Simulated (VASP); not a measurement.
# KCl in VASP: further runs

The runs below take KCl through electric field gradients, with PBEsol.

Everything below comes from runs of VASP 6.6.1. Logs are shortened: lines on timing, memory, paths and dates and some standing lists are left out, and cuts for length are marked.

## (1) The cell of the first run

It takes space group R-3m (No. 166, trigonal). The conventional cell has a = 5.191 Å, b = 5.191 Å, c = 6.168 Å, α = 90.00°, β = 90.00°, γ = 120.00°. Within 4.1 Å of K (site symmetry -3m) lie 8 Cl at 3.08 to 3.17 Å and 6 K at 3.63 Å. Within 4.1 Å of Cl (site symmetry -3m) lie 8 K at 3.08 to 3.17 Å and 6 Cl at 3.63 Å.

## (2) Electric field gradients, PBEsol (equal xy, yz and zx shear strains of -2 %)

File INCAR:

```
ALGO = Normal
EDIFF = 1E-8
ENCUT = 520
GGA = PS
ISIF = 2
ISMEAR = -1
LASPH = True
LCHARG = False
LEFG = True
LREAL = False
LWAVE = False
NBANDS = 15
NELM = 80
PREC = Accurate
SIGMA = 0.01
```

File KPOINTS:

```
k-points
0
Gamma
  7 7 7
```

File POSCAR:

```
KCl
1.0
    3.6340000000     -0.0363400000     -0.0363400000
   -0.0363400000      3.6340000000     -0.0363400000
   -0.0363400000     -0.0363400000      3.6340000000
K Cl
1 1
Direct
    0.0000000000      0.0000000000      0.0000000000
    0.5000000000      0.5000000000      0.5000000000
```

Potentials or basis: VASP PAW PBE potentials, release 64 (K_sv, Cl).

Started as:

```console
> cat potpaw_PBE.64/K_sv/POTCAR potpaw_PBE.64/Cl/POTCAR > POTCAR
> mpirun -np 1 vasp_std > vasp.out
```

OUTCAR:

```text
EDIFF = 1E-8
   ENCUT = 520
   GGA = PS
   ISIF = 2
   ISMEAR = -1
   LASPH = True
   LREAL = False
   NELM = 80
   PREC = Accurate

 ion  position               nearest neighbor table
   1  0.000  0.000  0.000-   2 3.08   2 3.08   2 3.17   2 3.17   2 3.17   2 3.17   2 3.17   2 3.17

   2  0.500  0.500  0.500-   1 3.08   1 3.08   1 3.17   1 3.17   1 3.17   1 3.17   1 3.17   1 3.17

  LATTYP: Found a trigonal (rhomboedric) cell.
 ALAT       =     3.6343633818
 COS(alpha) =    -0.0198960208

  Lattice vectors:

 A1 = (   3.6340000000,  -0.0363400000,  -0.0363400000)
 A2 = (  -0.0363400000,   3.6340000000,  -0.0363400000)
 A3 = (  -0.0363400000,  -0.0363400000,   3.6340000000)

Analysis of symmetry for initial positions (statically):
=====================================================================
 Subroutine PRICEL returns:
 Original cell was already a primitive cell.

 Routine SETGRP: Setting up the symmetry group for a
 trigonal (rhombohedral) supercell.

 Subroutine GETGRP returns: Found 12 space group operations
 (whereof 12 operations were pure point group operations)
 out of a pool of 12 trial point group operations.

The static configuration has the point symmetry D_3d.

Analysis of symmetry for dynamics (positions and initial velocities):
=====================================================================
 Subroutine PRICEL returns:
 Original cell was already a primitive cell.

 Routine SETGRP: Setting up the symmetry group for a
 trigonal (rhombohedral) supercell.

 Subroutine GETGRP returns: Found 12 space group operations
 (whereof 12 operations were pure point group operations)
 out of a pool of 12 trial point group operations.

The dynamic configuration has the point symmetry D_3d.

 Subroutine INISYM returns: Found 12 space group operations
 (whereof 12 operations are pure point group operations),
 and found     1 'primitive' translations

----------------------------------------------------------------------------------------

                                     Primitive cell

  volume of cell :      47.9760

  direct lattice vectors                    reciprocal lattice vectors
     3.634000000 -0.036340000 -0.036340000     0.275234469  0.002780146  0.002780146
    -0.036340000  3.634000000 -0.036340000     0.002780146  0.275234469  0.002780146
    -0.036340000 -0.036340000  3.634000000     0.002780146  0.002780146  0.275234469

  length of vectors
     3.634363382  3.634363382  3.634363382     0.275262550  0.275262550  0.275262550

  position of ions in fractional coordinates (direct lattice)
     0.000000000  0.000000000  0.000000000
     0.500000000  0.500000000  0.500000000

  ion indices of the primitive-cell ions
   primitive index   ion index
                 1           1
                 2           2

----------------------------------------------------------------------------------------

 KPOINTS: k-points

Automatic generation of k-mesh.
 Grid dimensions read from file:
 generate k-points for:    7    7    7

 Generating k-lattice:

  Cartesian coordinates                     Fractional coordinates (reciprocal lattice)
     0.039319210  0.000397164  0.000397164     0.142857143  0.000000000  0.000000000
     0.000397164  0.039319210  0.000397164     0.000000000  0.142857143  0.000000000
     0.000397164  0.000397164  0.039319210     0.000000000  0.000000000  0.142857143

  Length of vectors
     0.039323221  0.039323221  0.039323221

  Shift w.r.t. Gamma in fractional coordinates (k-lattice)
     0.000000000  0.000000000  0.000000000

 Subroutine IBZKPT returns following result:
 ===========================================

 Found     44 irreducible k-points:

 Following reciprocal coordinates:
            Coordinates               Weight
  0.000000  0.000000  0.000000      1.000000
  0.142857 -0.000000 -0.000000      6.000000
  0.285714 -0.000000 -0.000000      6.000000
  0.428571 -0.000000 -0.000000      6.000000
  0.142857  0.142857 -0.000000      6.000000
  0.285714  0.142857 -0.000000     12.000000
[... 16 lines left out ...]
  0.285714  0.285714  0.142857      6.000000
  0.428571  0.285714  0.142857     12.000000
 [... further k-points ...]
   k-points           NKPTS =     44   k-points in BZ     NKDIM =     44   number of bands    NBANDS=     15
   number of dos      NEDOS =    301   number of ions     NIONS =      2
   total plane-waves  NPLWV =  21952
   dimension x,y,z NGX =    28 NGY =   28 NGZ =   28
   dimension x,y,z NGXF=    56 NGYF=   56 NGZF=   56
   ions per type =               1   1
   NGX,Y,Z   is equivalent  to a cutoff of  12.81, 12.81, 12.81 a.u.
   NGXF,Y,Z  is equivalent  to a cutoff of  25.62, 25.62, 25.62 a.u.
 SYSTEM =  unknown system
   PREC   = accura    normal or accurate (medium, high low for compatibility)
   ISTART =      0    job   : 0-new  1-cont  2-samecut
   ICHARG =      2    charge: 1-file 2-atom 10-const
   ISPIN  =      1    spin polarized calculation?
   LNONCOLLINEAR =      F non collinear calculations
   LSORBIT =      F    spin-orbit coupling
   LASPH  =      T    aspherical Exc in radial PAW
   ENCUT  =  520.0 eV  38.22 Ry    6.18 a.u.   6.76  6.76  6.76*2*pi/ulx,y,z
   NELM   =     80;   NELMIN=  2; NELMDL= -5     # of ELM steps
   EDIFF  = 0.1E-07   stopping-criterion for ELM
   LREAL  =      F    real-space projection
   EDIFFG = 0.1E-06   stopping-criterion for IOM
   NSW    =      0    number of steps for IOM
   IBRION =     -1    ionic relax: 0-MD 1-quasi-New 2-CG
   NFREE  =      0    steps in history (QN), initial steepest desc. (CG)
   ISIF   =      2    stress and relaxation
   ISYM   =      2    0-nonsym 1-usesym 2-fastsym
   POTIM  = 0.5000    time-step for ionic-motion
   TEBEG  =    0.0;   TEEND  =   0.0 temperature during run
   PSTRESS=    0.0 pullay stress
   NELECT =      16.0000    total number of electrons
   NUPDOWN=      -1.0000    fix difference up-down
   EMIN   =  10.00;   EMAX   =-10.00  energy-range for DOS
   EFERMI =   0.00;   METHOD = LEGACY
   ISMEAR =    -1;   SIGMA  =   0.01  broadening in eV -4-tet -1-fermi 0-gaus
   EFERMI_NEDOS =   21; number of points for ismear=-14 and -15
   IALGO  =     38    algorithm
   IMIX   =      4    mixing-type and parameters
     AMIX     =   0.40;   BMIX     =  1.00
     AMIX_MAG =   1.60;   BMIX_MAG =  1.00
  volume/ion in A,a.u.               =      23.99       161.88
  Fermi-wavevector in a.u.,A,eV,Ry     =   1.135290  2.145388 17.536335  1.288884
  Thomas-Fermi vector in A             =   2.271995
   LORBIT       =      0    0 simple, 1 ext, 2 COOP (PROOUT), +10 PAW based schemes
   GGA     = PS    functional components
   LHFCALC =     F    Hartree Fock is set to
   AEXX    =    0.0000 exact exchange contribution
   IVDW    =     0    specifies the selected vdW correction
   LEPSILON=     F    determine dielectric tensor
   LRPA    =     F    only Hartree local field effects (RPA)
 non-spin polarized calculation
  energy-cutoff  :      520.00
  volume of cell :       47.98
 maximum number of plane-waves:      1309
   NGX = 13   NGY = 13   NGZ = 13

 number of electron      16.0000001 magnetization

 Free energy of the ion-electron system (eV)
  ---------------------------------------------------
  ext. energy  EPLUGINS =         0.00000000
  ---------------------------------------------------
  free energy    TOTEN  =        -6.88145045 eV

  energy without entropy =       -6.88145045  energy(sigma->0) =       -6.88145045

 E-fermi :   0.2243     XC(G=0):  -9.0306

 val. band max:       -0.0372677577   @ k =  -0.4286   0.4286   0.0000
 cond. band min:       5.3581380089   @ k =   0.0000   0.0000   0.0000
 fundamental gap:      5.3954057666
 Fermi energy:         0.2242827652

 k-point     1 :       0.0000    0.0000    0.0000
  band No.  band energies     occupation
      1     -27.6541      2.00000
      2     -12.9102      2.00000
      3     -11.0747      2.00000
      4     -11.0610      2.00000
      5     -11.0610      2.00000
      6      -0.2568      2.00000
      7      -0.2361      2.00000
      8      -0.2361      2.00000
      9       5.3581      0.00000
     10       6.2145      0.00000
     11       6.2145      0.00000
     12      10.8927      0.00000
     13      11.0852      0.00000
     14      11.0852      0.00000
     15      14.2394      0.00000

 k-point     2 :       0.1429   -0.0000   -0.0000
  band No.  band energies     occupation
      1     -27.6466      2.00000
      2     -12.9522      2.00000
      3     -11.0584      2.00000
      4     -11.0506      2.00000
      5     -11.0369      2.00000
      6      -0.7382      2.00000
      7      -0.2681      2.00000
      8      -0.2427      2.00000
      9       5.8854      0.00000
     10       6.4075      0.00000
     11       6.7755      0.00000
     12      10.8930      0.00000
     13      10.9777      0.00000
     14      11.1616      0.00000
     15      13.3280      0.00000

 k-point     3 :       0.2857   -0.0000   -0.0000
  band No.  band energies     occupation
      1     -27.6295      2.00000
      2     -13.0513      2.00000
      3     -11.0363      2.00000
      4     -11.0269      2.00000
      5     -10.9539      2.00000
      6      -1.6275      2.00000
      7      -0.3110      2.00000
      8      -0.2591      2.00000
      9       6.9595      0.00000
     10       6.9930      0.00000
     11       8.0566      0.00000
     12      10.8403      0.00000
     13      10.9157      0.00000
     14      11.4537      0.00000
     15      11.6668      0.00000
[... 343 lines left out ...]
 k-point    23 :       0.2857    0.2857    0.1429
  band No.  band energies     occupation
      1     -27.5995      2.00000
      2     -12.8597      2.00000
      3     -11.2904      2.00000
      4     -11.1088      2.00000
      5     -10.9529      2.00000
      6      -1.3922      2.00000
      7      -1.1516      2.00000
      8      -0.5470      2.00000
      9       7.5987      0.00000
     10       8.1591      0.00000
     11       8.9849      0.00000
     12       9.8025      0.00000
     13       9.8223      0.00000
     14      10.3437      0.00000
     15      13.5005      0.00000

 k-point    24 :       0.4286    0.2857    0.1429
  band No.  band energies     occupation
      1     -27.5870      2.00000
      2     -12.7608      2.00000
      3     -11.3036      2.00000
      4     -11.1511      2.00000
      5     -11.0561      2.00000
      6      -1.7133      2.00000
      7      -1.1340      2.00000
      8      -0.4717      2.00000
      9       7.2926      0.00000
     10       8.2744      0.00000
     11       8.9407      0.00000
     12       9.5702      0.00000
     13      10.4438      0.00000
     14      10.8504      0.00000
     15      13.2145      0.00000

 [... further k-points ...]
[... 5 lines left out ...]
  --------------------------------------------------------------------------------------
  -------------------------------------------------------------------------------------
  Total        0.7289070      0.7289070      0.7289070      0.0960834      0.0960834      0.0960834
  in kB       24.3421613     24.3421613     24.3421613      3.2087454      3.2087454      3.2087454
  external PRESSURE =      24.3421613 kB  Pullay stress =       0.0000000 kB

 VOLUME and BASIS-vectors are now :
 -----------------------------------------------------------------------------
  energy-cutoff  :      520.00
  volume of cell :       47.98
      direct lattice vectors                 reciprocal lattice vectors
     3.634000000 -0.036340000 -0.036340000     0.275234469  0.002780146  0.002780146
    -0.036340000  3.634000000 -0.036340000     0.002780146  0.275234469  0.002780146
    -0.036340000 -0.036340000  3.634000000     0.002780146  0.002780146  0.275234469

 POSITION                                       TOTAL-FORCE (eV/Angst)
 -----------------------------------------------------------------------------------
      0.00000      0.00000      0.00000        -0.000000     -0.000000      0.000000
      1.78066      1.78066      1.78066         0.000000      0.000000      0.000000
 -----------------------------------------------------------------------------------
    total drift:                               -0.000000      0.000000      0.000000

  FREE ENERGIE OF THE ION-ELECTRON SYSTEM (eV)
  ---------------------------------------------------
  free  energy   TOTEN  =        -6.8814504482 eV

  energy  without entropy=       -6.8814504482  energy(sigma->0) =       -6.88145045

 Electric field gradients (V/A^2)
---------------------------------------------------------------------
 ion       V_xx      V_yy      V_zz      V_xy      V_xz      V_yz
---------------------------------------------------------------------
   1      -0.000    -0.000     0.000    -2.493    -2.493    -2.493
   2       0.000    -0.000    -0.000    -0.939    -0.939    -0.939
---------------------------------------------------------------------

 Electric field gradients after diagonalization (V/A^2)
 (convention: |V_zz| > |V_xx| > |V_yy|)
----------------------------------------------------------------------
 ion       V_xx      V_yy      V_zz     asymmetry (V_yy - V_xx)/ V_zz
----------------------------------------------------------------------
   1       2.493     2.493    -4.985       0.000
   2       0.939     0.939    -1.878       0.000
----------------------------------------------------------------------

           NMR quadrupolar parameters

 Cq : quadrupolar parameter    Cq=e*Q*V_zz/h
 eta: asymmetry parameters     (V_yy - V_xx)/ V_zz
 Q  : nuclear electric quadrupole moment in mb (millibarn)
----------------------------------------------------------------------
 ion       Cq(MHz)       eta       Q (mb)
----------------------------------------------------------------------
   1      -0.012       0.000       1.000
   2      -0.005       0.000       1.000
----------------------------------------------------------------------
```

Wall time 23 s (1 thread of Intel Xeon Platinum 8488C (Sapphire Rapids), shared host); peak memory 0.17 GiB.

What came out:

* Free energy: -6.8815 eV
* Pressure: 2.4 GPa
* Band gap on the k mesh: 5.40 eV, indirect (least direct gap 5.59 eV)

Electric field gradients, principal values (V/Å²):
```csv
atom,least,middle,greatest (by size)
1 K,2.493,2.493,-4.985
2 Cl,0.939,0.939,-1.878
```

Caveat: the cell differs from its parent crystal (equal xy, yz and zx shear strains of -2 %); without QUAD_EFG the Cq values of the log hold for a quadrupole moment of 1 mb, not for the nuclei; the PAW data sets were made with another functional, which shifts forces and pressure a little. A k mesh can miss the band edges.

(Continued in part 2 of 3.)
